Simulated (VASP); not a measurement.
# W (Im-3m) in VASP: a series of runs

W is run at these levels: r2SCAN+rVV10, PBEsol; tasks: single point.

All numbers are computed with VASP 6.6.1; they aren't measurements. Logs are shortened: lines on timing, memory, paths and dates and some standing lists are left out, and cuts for length are marked.

## Step 1: The cell of the first run

Symmetry: Im-3m, No. 229, cubic system. The conventional cell has a = 3.165 Å, b = 3.165 Å, c = 3.165 Å, α = 90.00°, β = 90.00°, γ = 90.00°. Within 3.6 Å of W (site symmetry m-3m) lie 14 W at 2.74 to 3.16 Å.

## Step 2: Single point, r2SCAN+rVV10

File POSCAR:

```
W
1.0
   -1.5823450000      1.5823450000      1.5823450000
    1.5823450000     -1.5823450000      1.5823450000
    1.5823450000      1.5823450000     -1.5823450000
W
1
Direct
    0.0000000000      0.0000000000      0.0000000000
```

File INCAR.step1:

```
PREC = Accurate ; ENCUT = 520
ISMEAR = -1 ; SIGMA = 0.05
LREAL = F ; LASPH = T
NELM = 80 ; NBANDS = 13
GGA = PE ; ALGO = Normal
EDIFF = 1E-4 ; LWAVE = T
LCHARG = F
```

File INCAR.step2:

```
PREC = Accurate ; ENCUT = 520
EDIFF = 1E-7 ; ISMEAR = -1
SIGMA = 0.05 ; LREAL = F
LASPH = T ; NELM = 80
ALGO = Normal ; ISIF = 2
LWAVE = F ; LCHARG = F
METAGGA = R2SCAN ; LMIXTAU = T
LUSE_VDW = T ; IVDW_NL = 2
BPARAM = 11.95 ; CPARAM = 0.0093
NBANDS = 13 ; ISTART = 1
```

File KPOINTS:

```
regular mesh
0
Gamma
  12 12 12
```

Potentials or basis: VASP PAW PBE potentials, release 64 (W_sv).

Run with:

```sh
$ cat potpaw_PBE.64/W_sv/POTCAR > POTCAR
$ cp INCAR.step1 INCAR
$ mpirun -np 1 vasp_std > vasp.out
$ cp INCAR.step2 INCAR
$ mpirun -np 1 vasp_std > vasp.out
```

OUTCAR:

```text
PREC = Accurate
   ENCUT = 520
   EDIFF = 1E-7
   ISMEAR = -1
   LREAL = F
   LASPH = T
   NELM = 80
   ISIF = 2
   METAGGA = R2SCAN
   IVDW_NL = 2
   BPARAM = 11.95
   ISTART = 1

 ion  position               nearest neighbor table
   1  0.000  0.000  0.000-

  LATTYP: Found a body centered cubic cell.
 ALAT       =     3.1646900000

  Lattice vectors:

 A1 = (  -1.5823450000,   1.5823450000,   1.5823450000)
 A2 = (   1.5823450000,  -1.5823450000,   1.5823450000)
 A3 = (   1.5823450000,   1.5823450000,  -1.5823450000)

Analysis of symmetry for initial positions (statically):
=====================================================================
 Subroutine PRICEL returns:
 Original cell was already a primitive cell.

 Routine SETGRP: Setting up the symmetry group for a
 body centered cubic supercell.

 Subroutine GETGRP returns: Found 48 space group operations
 (whereof 48 operations were pure point group operations)
 out of a pool of 48 trial point group operations.

The static configuration has the point symmetry O_h .

Analysis of symmetry for dynamics (positions and initial velocities):
=====================================================================
 Subroutine PRICEL returns:
 Original cell was already a primitive cell.

 Routine SETGRP: Setting up the symmetry group for a
 body centered cubic supercell.

 Subroutine GETGRP returns: Found 48 space group operations
 (whereof 48 operations were pure point group operations)
 out of a pool of 48 trial point group operations.

The dynamic configuration has the point symmetry O_h .

 Subroutine INISYM returns: Found 48 space group operations
 (whereof 48 operations are pure point group operations),
 and found     1 'primitive' translations

----------------------------------------------------------------------------------------

                                     Primitive cell

  volume of cell :      15.8476

  direct lattice vectors                    reciprocal lattice vectors
    -1.582345000  1.582345000  1.582345000     0.000000000  0.315986716  0.315986716
     1.582345000 -1.582345000  1.582345000     0.315986716  0.000000000  0.315986716
     1.582345000  1.582345000 -1.582345000     0.315986716  0.315986716  0.000000000

  length of vectors
     2.740701935  2.740701935  2.740701935     0.446872699  0.446872699  0.446872699

  position of ions in fractional coordinates (direct lattice)
     0.000000000  0.000000000  0.000000000

  ion indices of the primitive-cell ions
   primitive index   ion index
                 1           1

----------------------------------------------------------------------------------------

 KPOINTS: regular mesh

Automatic generation of k-mesh.
 Grid dimensions read from file:
 generate k-points for:   12   12   12

 Generating k-lattice:

  Cartesian coordinates                     Fractional coordinates (reciprocal lattice)
     0.000000000  0.026332226  0.026332226     0.083333333  0.000000000  0.000000000
     0.026332226  0.000000000  0.026332226     0.000000000  0.083333333  0.000000000
     0.026332226  0.026332226  0.000000000     0.000000000  0.000000000  0.083333333

  Length of vectors
     0.037239392  0.037239392  0.037239392

  Shift w.r.t. Gamma in fractional coordinates (k-lattice)
     0.000000000  0.000000000  0.000000000

 Subroutine IBZKPT returns following result:
 ===========================================

 Found     72 irreducible k-points:

 Following reciprocal coordinates:
            Coordinates               Weight
  0.000000  0.000000  0.000000      1.000000
  0.083333  0.000000  0.000000     12.000000
  0.166667  0.000000  0.000000     12.000000
  0.250000  0.000000  0.000000     12.000000
  0.333333  0.000000  0.000000     12.000000
  0.416667  0.000000  0.000000     12.000000
[... 16 lines left out ...]
  0.333333  0.083333  0.083333     24.000000
  0.416667  0.083333  0.083333     12.000000
 [... further k-points ...]
   k-points           NKPTS =     72   k-points in BZ     NKDIM =     72   number of bands    NBANDS=     13
   number of dos      NEDOS =    301   number of ions     NIONS =      1
   total plane-waves  NPLWV =   8000
   dimension x,y,z NGX =    20 NGY =   20 NGZ =   20
   dimension x,y,z NGXF=    40 NGYF=   40 NGZF=   40
   ions per type =               1
   NGX,Y,Z   is equivalent  to a cutoff of  12.13, 12.13, 12.13 a.u.
   NGXF,Y,Z  is equivalent  to a cutoff of  24.26, 24.26, 24.26 a.u.
 SYSTEM =  unknown system
   PREC   = accura    normal or accurate (medium, high low for compatibility)
   ISTART =      1    job   : 0-new  1-cont  2-samecut
   ICHARG =      0    charge: 1-file 2-atom 10-const
   ISPIN  =      1    spin polarized calculation?
   LNONCOLLINEAR =      F non collinear calculations
   LSORBIT =      F    spin-orbit coupling
   LASPH  =      T    aspherical Exc in radial PAW
   ENCUT  =  520.0 eV  38.22 Ry    6.18 a.u.   5.10  5.10  5.10*2*pi/ulx,y,z
   NELM   =     80;   NELMIN=  2; NELMDL=  0     # of ELM steps
   EDIFF  = 0.1E-06   stopping-criterion for ELM
   LREAL  =      F    real-space projection
   EDIFFG = 0.1E-05   stopping-criterion for IOM
   NSW    =      0    number of steps for IOM
   IBRION =     -1    ionic relax: 0-MD 1-quasi-New 2-CG
   NFREE  =      0    steps in history (QN), initial steepest desc. (CG)
   ISIF   =      2    stress and relaxation
   ISYM   =      2    0-nonsym 1-usesym 2-fastsym
   POTIM  = 0.5000    time-step for ionic-motion
   TEBEG  =    0.0;   TEEND  =   0.0 temperature during run
   PSTRESS=    0.0 pullay stress
   NELECT =      14.0000    total number of electrons
   NUPDOWN=      -1.0000    fix difference up-down
   EMIN   =  10.00;   EMAX   =-10.00  energy-range for DOS
   EFERMI =   0.00;   METHOD = LEGACY
   ISMEAR =    -1;   SIGMA  =   0.05  broadening in eV -4-tet -1-fermi 0-gaus
   EFERMI_NEDOS =   21; number of points for ismear=-14 and -15
   IALGO  =     38    algorithm
   IMIX   =      4    mixing-type and parameters
     AMIX     =   0.40;   BMIX     =  1.00
     AMIX_MAG =   1.60;   BMIX_MAG =  1.00
  volume/ion in A,a.u.               =      15.85       106.94
  Fermi-wavevector in a.u.,A,eV,Ry     =   1.570832  2.968442 33.572544  2.467512
  Thomas-Fermi vector in A             =   2.672506
   LORBIT       =      0    0 simple, 1 ext, 2 COOP (PROOUT), +10 PAW based schemes
   METAGGA = R2SCAN    functional components
   LHFCALC =     F    Hartree Fock is set to
   AEXX    =    0.0000 exact exchange contribution
   IVDW_NL    =     2    kernel type
   BPARAM     =11.9500
   IVDW    =     0    specifies the selected vdW correction
   LEPSILON=     F    determine dielectric tensor
   LRPA    =     F    only Hartree local field effects (RPA)
 non-spin polarized calculation
  energy-cutoff  :      520.00
  volume of cell :       15.85
 maximum number of plane-waves:       438
   NGX = 11   NGY = 11   NGZ = 11

 number of electron      14.0000004 magnetization

 Free energy of the ion-electron system (eV)
  ---------------------------------------------------
  ext. energy  EPLUGINS =         0.00000000
  ---------------------------------------------------
  free energy    TOTEN  =       -51.14406124 eV

  energy without entropy =      -51.14072415  energy(sigma->0) =      -51.14239270

 E-fermi :  11.1509     XC(G=0): -14.9824

 val. band max:       11.0540562266   @ k =   0.0833   0.0833   0.0000
 cond. band min:      11.1598246538   @ k =  -0.2500   0.3333   0.1667
 fundamental gap:      0.1057684271
 Fermi energy:        11.1508741041

 k-point     1 :       0.0000    0.0000    0.0000
  band No.  band energies     occupation
      1     -64.8240      2.00000
      2     -27.6817      2.00000
      3     -27.6817      2.00000
      4     -27.6817      2.00000
      5       1.1391      2.00000
      6      10.0007      2.00000
      7      10.0007      2.00000
      8      10.0007      2.00000
      9      13.8468      0.00000
     10      13.8468      0.00000
     11      26.5310      0.00000
     12      26.5310      0.00000
     13      26.5310      0.00000

 k-point     2 :       0.0833    0.0000    0.0000
  band No.  band energies     occupation
      1     -64.8140      2.00000
      2     -27.7814      2.00000
      3     -27.7125      2.00000
      4     -27.6822      2.00000
      5       1.4875      2.00000
      6       9.7882      2.00000
      7       9.9429      2.00000
      8      10.3379      2.00000
      9      13.5231      0.00000
     10      13.8471      0.00000
     11      26.8176      0.00000
     12      27.1257      0.00000
     13      27.3477      0.00000

 k-point     3 :       0.1667    0.0000    0.0000
  band No.  band energies     occupation
      1     -64.7864      2.00000
      2     -28.0475      2.00000
      3     -27.7959      2.00000
      4     -27.6836      2.00000
      5       2.4407      2.00000
      6       9.2544      2.00000
      7       9.6737      2.00000
      8      11.3234      0.06151
      9      13.0843      0.00000
     10      13.8846      0.00000
     11      27.2895      0.00000
     12      28.7958      0.00000
     13      28.8977      0.00000
[... 305 lines left out ...]
 k-point    23 :       0.3333    0.0833    0.0833
  band No.  band energies     occupation
      1     -64.6788      2.00000
      2     -28.9078      2.00000
      3     -28.1453      2.00000
      4     -27.7793      2.00000
      5       5.4274      2.00000
      6       7.5809      2.00000
      7      10.0363      2.00000
      8      13.9111      0.00000
      9      14.6614      0.00000
     10      18.0999      0.00000
     11      22.9714      0.00000
     12      24.5869      0.00000
     13      28.5717      0.00000

 k-point    24 :       0.4167    0.0833    0.0833
  band No.  band energies     occupation
      1     -64.6697      2.00000
      2     -28.9664      2.00000
      3     -28.1894      2.00000
      4     -27.7819      2.00000
      5       5.3972      2.00000
      6       7.4754      2.00000
      7      10.8338      1.99648
      8      13.9479      0.00000
      9      14.7824      0.00000
     10      18.9435      0.00000
     11      21.8032      0.00000
     12      24.0964      0.00000
     13      28.0063      0.00000

 [... further k-points ...]
[... 5 lines left out ...]
  --------------------------------------------------------------------------------------
  -------------------------------------------------------------------------------------
  Total        0.1187332      0.1187332      0.1187332     -0.0000000      0.0000000     -0.0000000
  in kB       12.0038090     12.0038090     12.0038090     -0.0000000      0.0000000     -0.0000000
  external PRESSURE =      12.0038090 kB  Pullay stress =       0.0000000 kB

 VOLUME and BASIS-vectors are now :
 -----------------------------------------------------------------------------
  energy-cutoff  :      520.00
  volume of cell :       15.85
      direct lattice vectors                 reciprocal lattice vectors
    -1.582345000  1.582345000  1.582345000     0.000000000  0.315986716  0.315986716
     1.582345000 -1.582345000  1.582345000     0.315986716  0.000000000  0.315986716
     1.582345000  1.582345000 -1.582345000     0.315986716  0.315986716  0.000000000

 POSITION                                       TOTAL-FORCE (eV/Angst)
 -----------------------------------------------------------------------------------
      0.00000      0.00000      0.00000        -0.000000     -0.000000     -0.000000
 -----------------------------------------------------------------------------------
    total drift:                                0.000000     -0.000000      0.000000

  FREE ENERGIE OF THE ION-ELECTRON SYSTEM (eV)
  ---------------------------------------------------
  free  energy   TOTEN  =       -51.1440612435 eV

  energy  without entropy=      -51.1407241485  energy(sigma->0) =      -51.14239270
```

Run time: 49 s. Hardware: 1 thread of Intel Xeon 6975P-C, shared host; peak memory 0.19 GiB.

What came out:

```
Free energy            : -51.1441 eV
Pressure               : 1.2 GPa
Band gap on the k mesh : zero (band 7 reaches 16.63 eV, above the bottom of band 8 at 10.00 eV)
```

Caveat: the PAW data sets were made with another functional, which shifts forces and pressure a little; spin-orbit coupling is left out, which moves the levels of the heavy elements.

## Step 3: Single point, PBEsol, non-collinear spin, zero start, spin-orbit coupling

File INCAR:

```
SYSTEM = W
PREC     = Accurate       ! precision mode
ENCUT    = 520            ! plane-wave cutoff, eV
EDIFF    = 1E-7           ! SCF threshold, eV
ISMEAR   = -1             ! smearing method
SIGMA    = 0.05           ! smearing width, eV
LREAL    = .False.        ! projectors in reciprocal space
LASPH    = .True.         ! aspherical terms in the spheres
NELM     = 150            ! most SCF steps
ALGO     = Fast           ! electronic algorithm
ISIF     = 2              ! what is computed and relaxed
LWAVE    = .False.        ! write WAVECAR
LCHARG   = .True.         ! write CHGCAR
MAGMOM   = 0 0 0          ! initial moments
LORBIT   = 11             ! projections on sites
LSORBIT  = .True.         ! spin-orbit coupling
GGA_COMPAT= .False.      
LORBMOM  = .True.       
LMAXMIX  = 4              ! l up to which the mixer works
GGA      = PS             ! functional
LVHAR    = .True.       
NBANDS   = 25             ! bands
```

File KPOINTS:

```
regular mesh
0
Gamma
  12 12 12
  0 0 0
```

POSCAR is that of step 2.

Potentials or basis: VASP PAW PBE potentials, release 64 (W_sv).

Run with:

```sh
$ cat potpaw_PBE.64/W_sv/POTCAR > POTCAR
$ mpirun -np 1 vasp_ncl > vasp.out
```

Wall time 31 s (1 thread of Intel Xeon 6975P-C (Granite Rapids), shared host); peak memory 0.18 GiB.

It converged, with:

| Item | Value |
| --- | --- |
| Free energy | -14.6318 eV |
| Pressure | -1.4 GPa |
| Net moment | 0.00 μB per cell |
| Valence electrons inside the program's atomic spheres | W 12.12 |

Moments on the atoms (μB; x, y, z):
```
W   0.00 0.00 0.00
```

Caveat: the PAW data sets were made with another functional, which shifts forces and pressure a little.

## Step 4: Single point, PBEsol, non-collinear spin, zero start, spin-orbit coupling

This run uses another cell than the first one, of 16.16 Å³/atom, 1.020 times its volume.

File INCAR:

```
PREC     = Accurate       # precision mode
ENCUT    = 520            # plane-wave cutoff, eV
EDIFF    = 1E-7           # SCF threshold, eV
ISMEAR   = -1             # smearing method
SIGMA    = 0.05           # smearing width, eV
LREAL    = False          # projectors in reciprocal space
LASPH    = True           # aspherical terms in the spheres
NELM     = 150            # most SCF steps
ALGO     = Normal         # electronic algorithm
ISIF     = 2              # what is computed and relaxed
LWAVE    = False          # write WAVECAR
LCHARG   = True           # write CHGCAR
LNONCOLLINEAR= True           # non-collinear magnetism
MAGMOM   = 0 0 0          # initial moments
LORBIT   = 11             # projections on sites
LSORBIT  = True           # spin-orbit coupling
GGA_COMPAT= False        
LORBMOM  = True         
LMAXMIX  = 4              # l up to which the mixer works
GGA      = PS             # functional
LVHAR    = True         
NBANDS   = 25             # bands
```

File KPOINTS:

```
Automatic mesh
0
Gamma
  12 12 12
```

File POSCAR:

```
W
1.0
   -1.5928244114      1.5928244114      1.5928244114
    1.5928244114     -1.5928244114      1.5928244114
    1.5928244114      1.5928244114     -1.5928244114
W
1
Direct
    0.0000000000      0.0000000000      0.0000000000
```

Run with:

```sh
$ cat potpaw_PBE.64/W_sv/POTCAR > POTCAR
$ mpirun -np 1 vasp_ncl > vasp.out
```

Wall time 25 s (1 thread of Intel Xeon 6975P-C (Granite Rapids), shared host); peak memory 0.21 GiB.

Results (log left out):

| Property | Result |
| --- | --- |
| Free energy | -14.6232 eV |
| Pressure | -7.3 GPa |
| Net moment | 0.00 μB per cell |
| Valence electrons inside the program's atomic spheres | W 12.07 |

Moments on the atoms (μB; x, y, z):
```
W   0.00 0.00 0.00
```

Caveat: the PAW data sets were made with another functional, which shifts forces and pressure a little.

## Step 5: Single point, PBEsol, non-collinear spin, zero start, spin-orbit coupling

This run uses another cell than the first one, of 16.48 Å³/atom, 1.040 times its volume.

File INCAR:

```
  ALGO = Normal
  EDIFF = 1E-6
  ENCUT = 520
  GGA = PS
  GGA_COMPAT = False
  ISIF = 2
  ISMEAR = -1
  LASPH = True
  LCHARG = False
  LMAXMIX = 4
  LNONCOLLINEAR = True
  LORBIT = 11
  LORBMOM = True
  LREAL = False
  LSORBIT = True
  LWAVE = False
  MAGMOM = 0 0 0
  NBANDS = 25
  NELM = 150
  PREC = Accurate
  SIGMA = 0.05
```

File KPOINTS:

```
k-points
0
Gamma
  12 12 12
```

File POSCAR:

```
W
1.0
   -1.6031677168      1.6031677168      1.6031677168
    1.6031677168     -1.6031677168      1.6031677168
    1.6031677168      1.6031677168     -1.6031677168
W
1
Direct
    0.0000000000      0.0000000000      0.0000000000
```

Run with:

```sh
$ cat potpaw_PBE.64/W_sv/POTCAR > POTCAR
$ mpirun -np 1 vasp_ncl > vasp.out
```

It took 20 s on 1 thread of Intel Xeon 6975P-C (Granite Rapids), shared host; peak memory 0.22 GiB.

Results (log left out):

```yaml
Free_energy: -14.6036 eV
Pressure: -12.7 GPa
Net_moment: 0.00 μB per cell
Valence_electrons_inside_the_program's_atomic_spheres: W 12.03
```

Moments on the atoms (μB; x, y, z):
```
W   0.00 0.00 0.00
```

Caveat: the PAW data sets were made with another functional, which shifts forces and pressure a little.

## Step 6: Single point, PBEsol, non-collinear spin, zero start, spin-orbit coupling

This run uses another cell than the first one, of 16.80 Å³/atom, 1.060 times its volume.

File INCAR:

```
PREC = Accurate
ENCUT = 520
EDIFF = 1E-6
ISMEAR = -1
SIGMA = 0.05
LREAL = False
LASPH = True
NELM = 150
ALGO = Normal
ISIF = 2
LWAVE = False
LCHARG = False
MAGMOM = 0 0 0
LORBIT = 11
LSORBIT = True
GGA_COMPAT = False
LORBMOM = True
LMAXMIX = 4
GGA = PS
NBANDS = 25
```

File KPOINTS:

```
regular mesh
0
Gamma
  12 12 12
```

File POSCAR:

```
W
1.0
   -1.6133792515      1.6133792515      1.6133792515
    1.6133792515     -1.6133792515      1.6133792515
    1.6133792515      1.6133792515     -1.6133792515
W
1
Direct
    0.0000000000      0.0000000000      0.0000000000
```

Potentials or basis: VASP PAW PBE potentials, release 64 (W_sv).

Run with:

```sh
$ cat potpaw_PBE.64/W_sv/POTCAR > POTCAR
$ mpirun -np 1 vasp_ncl > vasp.out
```

Run time: 20 s. Hardware: 1 thread of Intel Xeon 6975P-C (Granite Rapids), shared host; peak memory 0.21 GiB.

The run converged. Its results:

```yaml
Free_energy: -14.5739 eV
Pressure: -17.5 GPa
Net_moment: 0.00 μB per cell
Valence_electrons_inside_the_program's_atomic_spheres: W 11.99
```

Moments on the atoms (μB; x, y, z):
```
W   0.00 0.00 0.00
```

Caveat: the PAW data sets were made with another functional, which shifts forces and pressure a little.

## Step 7: The runs side by side

| level | spin | cell | pressure (GPa) | moment (μB) |
| --- | --- | --- | --- | --- |
| r2SCAN+rVV10 | off | a = 2.741 Å, angles 109.5°, 1 atom | 1.2 | - |
| PBEsol | non-collinear, zero start, SOC | a = 2.741 Å, angles 109.5°, 1 atom | -1.4 | 0.00 |
| PBEsol | non-collinear, zero start, SOC | a = 2.759 Å, angles 109.5°, 1 atom | -7.3 | 0.00 |
| PBEsol | non-collinear, zero start, SOC | a = 2.777 Å, angles 109.5°, 1 atom | -12.7 | 0.00 |
| PBEsol | non-collinear, zero start, SOC | a = 2.794 Å, angles 109.5°, 1 atom | -17.5 | 0.00 |

Alike in all rows: task single point; potentials or basis VASP PAW PBE potentials, release 64 (W_sv); k mesh 12 × 12 × 12; cutoff (eV) 520; smearing fermi-dirac 0.05 eV.

Caveats: the PAW data sets were made with another functional, which shifts forces and pressure a little; spin-orbit coupling is left out, which moves the levels of the heavy elements (some runs).

Total energies depend on the potentials used, so only differences within one code and one set of settings carry meaning.
